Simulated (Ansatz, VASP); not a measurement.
## One calculation of Al3P2, two programs

Contents of INCAR:

```
SYSTEM = Al3P2
PREC = Accurate
ENCUT = 600
EDIFF = 1E-7
ISMEAR = 0
SIGMA = 0.1
LREAL = .FALSE.
LASPH = .TRUE.
NELM = 100
ALGO = Normal
ISIF = 3
LWAVE = .FALSE.
LCHARG = .FALSE.
GGA = PE
IBRION = 2
NSW = 90
EDIFFG = -0.04
```

KPOINTS

```
Automatic mesh
0
G
  6 6 2
  0 0 0
```

Contents of POSCAR:

```
Al3P2
1.0
    3.3426604204      0.0000000000      0.0000000000
    0.0000000000      3.3426604204      0.0000000000
    0.0000000000      0.0000000000      7.5420795238
Al P
3 2
Direct
    0.5000000000      0.5000000000      0.0000000000
    0.0000000000      0.0000000000      0.2096737912
    0.0000000000      0.0000000000      0.7903262088
    0.0000000000      0.5000000000      0.5000000000
    0.5000000000      0.0000000000      0.5000000000
```

Input for Ansatz:

```yaml
crystal:
  lattice:
    - [3.3426604204, 0.0, 0.0]
    - [0.0, 3.3426604204, 0.0]
    - [0.0, 0.0, 7.5420795238]
  atoms:
    - { symbol: Al, position: [0.5, 0.5, 0.0] }
    - { symbol: Al, position: [0.0, 0.0, 0.2096737912] }
    - { symbol: Al, position: [0.0, 0.0, 0.7903262088] }
    - { symbol: P, position: [0.0, 0.5, 0.5] }
    - { symbol: P, position: [0.5, 0.0, 0.5] }
basis:
  ecutwfc: 420
kpoints:
  mp_grid: { grid: [6, 6, 2] }
hamiltonian:
  xc: pbe
scf:
  occupations: { method: gaussian, width: 0.1 }
  lower_state_search: "off"
output:
  forces: true
  stress: true
  eigenvalues: true
relax:
  adjacent_minimum: "off"
  f_tol: 0.04
  max_steps: 70
  cell: { stress_tol: 0.4 }
```

Alike in both runs: task relaxation of cell and atoms; functional PBE; k mesh 6 × 6 × 2; occupations gaussian, width 0.1 eV; no spin polarisation.

```csv
,VASP,Ansatz
version,VASP 6.6.1,Ansatz 0.2.0
potentials or method,"VASP PAW PBE potentials, release 64 (Al, P), cutoff 600 eV","scalar-relativistic, plane waves, PAW"
valence electrons in the cell,19,19
```

Ansatz gave:

| Item | Value |
| --- | --- |
| gap on the k mesh at the Fermi level, each at its own relaxed structure (eV) | none |
| relaxed volume (Å³/atom) | 17.01 |
| relaxed length of the cell vector where the two differ most in proportion (Å) | 7.126 |

Q: What did VASP give for the same quantities?

A: gap on the k mesh at the Fermi level, each at its own relaxed structure (eV): none; relaxed volume (Å³/atom): 17.02; relaxed length of the cell vector where the two differ most in proportion (Å): 7.132.

A gap of «none» marks a metal or a gap that the smearing closes.

The k mesh is coarse, so the values compare programs but aren't converged.
